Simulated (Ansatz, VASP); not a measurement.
Mg in VASP and in Ansatz

```xyz
1
Lattice="0.0000 2.2443 2.2667 2.2443 0.0000 2.2667 2.2443 2.2443 0.0000" Properties=species:S:1:pos:R:3 pbc="T T T"
Mg    0.0000    0.0000    0.0000
```

Change from the starting cell: zz strain of +1 %, crystal datasets.

Alike in both runs: task electric field gradients; functional PBE; k mesh 16 × 16 × 16; occupations fermi-dirac, width 0.03 eV; no spin polarisation.

|  | VASP | Ansatz |
| --- | --- | --- |
| version | VASP 6.6.1 | Ansatz 0.2.0 |
| potentials or method | VASP PAW PBE potentials, release 64 (Mg), cutoff 520 eV | all-electron PAW with datasets made for the crystal, scalar-relativistic |

|  | VASP | Ansatz | Ansatz less VASP |
| --- | --- | --- | --- |
| pressure (GPa) | 0.3 | 0.4 | +0.10 |
| traceless stress, the component that is largest in VASP (GPa) | 0.12 | 0.12 | 0.000 |
| size of Vzz on the site where it differs most (V/Å²) | 0.5 | 0.6 | +0.11 |

Ansatz ran all-electron here, and VASP with PAW potentials.
